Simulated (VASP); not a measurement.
Wanted: the native input for a VASP 6.6.1 run.

| Property | Result |
| --- | --- |
| Task | single point |
| Functional | PBE |
| Potentials or basis | VASP PAW PBE potentials, release 64 (Ta_pv) |
| Cutoff | 500 eV |
| k mesh | 18 × 18 × 18 |
| Occupations | gaussian, width 0.1 eV |
| Spin | non-collinear spin, zero start, spin-orbit coupling |
| Starting moments | [[0.0, 0.0, 0.0]] μB |
| Dipole correction | no |
| Further INCAR settings | ALGO = Normal; EDIFF = 1e-06; NBANDS = 22 |

The structure of Ta lies in POSCAR:

```
Ta
1.0
   -1.6918302225      1.6918302225      1.6918302225
    1.6918302225     -1.6918302225      1.6918302225
    1.6918302225      1.6918302225     -1.6918302225
Ta
1
Direct
    0.0000000000      0.0000000000      0.0000000000
```

The input as run:

INCAR

```
SYSTEM = Ta
  PREC = Accurate
  ENCUT = 500
  EDIFF = 1E-6
  ISMEAR = 0
  SIGMA = 0.1
  LREAL = .FALSE.
  LASPH = .TRUE.
  NELM = 200
  ALGO = Normal
  ISIF = 2
  LWAVE = .FALSE.
  LCHARG = .TRUE.
  MAGMOM = 0 0 0
  LORBIT = 11
  LSORBIT = .TRUE.
  GGA_COMPAT = .FALSE.
  LORBMOM = .TRUE.
  LMAXMIX = 4
  GGA = PE
  LVHAR = .TRUE.
  NBANDS = 22
```

KPOINTS

```
Automatic mesh
0
G
  18 18 18
  0 0 0
```

Potentials or basis: VASP PAW PBE potentials, release 64 (Ta_pv).

Command:

```sh
$ cat potpaw_PBE.64/Ta_pv/POTCAR > POTCAR
$ mpirun -np 1 vasp_ncl > vasp.out
```

It gave:

```
Pressure                                              : -10.2 GPa
Net moment                                            : 0.00 μB per cell
Valence electrons inside the program's atomic spheres : Ta 8.81
```

Caveat: the cell stands under tension.

Wall time 4.4 min on 1 thread of Oxide Virtual Turin-like Processor, on a shared host, peak memory 0.24 GiB.
